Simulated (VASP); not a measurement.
Write the native input for VASP 6.6.1 that does the following.

* Task: single point
* Functional: PBE
* Dispersion: D3(BJ)
* Potentials or basis: VASP PAW PBE potentials, release 64 (N)
* Cutoff: 520 eV
* k mesh: 6 × 6 × 4
* Occupations: gaussian, width 0.05 eV
* Spin: no spin polarisation
* Dipole correction: no
* Further INCAR settings: ALGO = Normal; EDIFF = 1e-07; NBANDS = 18

The structure of N lies in POSCAR:

```
N
1.0
    4.0943184148      0.0000000000      0.0000000000
    0.0000000000      4.0943184148      0.0000000000
    0.0000000000      0.0000000000      5.3249599977
N
4
Direct
    0.9048714496      0.9048714496      0.0000000000
    0.5951285504      0.4048714496      0.5000000000
    0.0951285504      0.0951285504      0.0000000000
    0.4048714496      0.5951285504      0.5000000000
```

One way to write it, as run:

INCAR

```
PREC = Accurate
ENCUT = 520
EDIFF = 1E-7
ISMEAR = 0
SIGMA = 0.05
LREAL = False
LASPH = True
NELM = 100
ALGO = Normal
ISIF = 2
LWAVE = False
LCHARG = False
GGA = PE
IVDW = 12
NBANDS = 18
```

KPOINTS

```
Automatic mesh
0
Gamma
  6 6 4
```

Potentials or basis: VASP PAW PBE potentials, release 64 (N).

Command:

```sh
$ cat potpaw_PBE.64/N/POTCAR > POTCAR
$ mpirun -np 1 vasp_std > vasp.out
```

Results of the run:

```yaml
Pressure: 2.1 GPa
Largest_force: 1.750 eV/Å
Band_gap_on_the_k_mesh: 6.94 eV (least direct gap 7.12 eV)
Dispersion_energy_per_atom: -0.055 eV
```

Caveat: the standard files for N, O and F lose accuracy on very short bonds; forces of over 1 eV/Å act on the atoms, so gaps and moduli don't describe the material at rest.

Wall time 61 s on 1 thread of Intel Xeon 8259CL, with other jobs on the host, peak memory 0.2 GiB.
